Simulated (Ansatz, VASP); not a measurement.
# Two plane-wave programs on Mg7Se

```
Mg Se
1.0
     0.00000    4.47392    4.47392
     4.47392    0.00000    4.47392
     4.47392    4.47392    0.00000
Mg Se
7 1
Cartesian
  2.2370 2.2370 0.0000
  2.2370 4.4739 2.2370
  4.4739 2.2370 2.2370
  2.2370 2.2370 4.4739
  2.2370 0.0000 2.2370
  0.0000 2.2370 2.2370
  4.4739 4.4739 4.4739
  0.0000 0.0000 0.0000
```

Change from the starting cell: species swapped into the Zn7Mo type (Fm-3m, No. 225).

Alike in both runs: functional PBE; k mesh 4 × 4 × 4; occupations gaussian, width 0.2 eV; no spin polarisation.

Ansatz relaxed the structure, and its values are those at the end. VASP's run is a single point on that final structure, the one shown.

```csv
,VASP,Ansatz
version,VASP 6.6.1,Ansatz 0.2.0
potentials or method,"VASP PAW PBE potentials, release 64 (Mg, Se), cutoff 520 eV","scalar-relativistic, plane waves, PAW"
valence electrons in the cell,20,86
```

```csv
,VASP,Ansatz,Ansatz less VASP
gap on the k mesh at the Fermi level (eV),none,none,-
pressure (GPa),-0.2,-0.1,+0.12
```

A gap of «none» marks a metal or a gap that the smearing closes. VASP's potentials hold 20 valence electrons a cell and Ansatz's 86, so a difference there can come from the potentials and not from the codes.
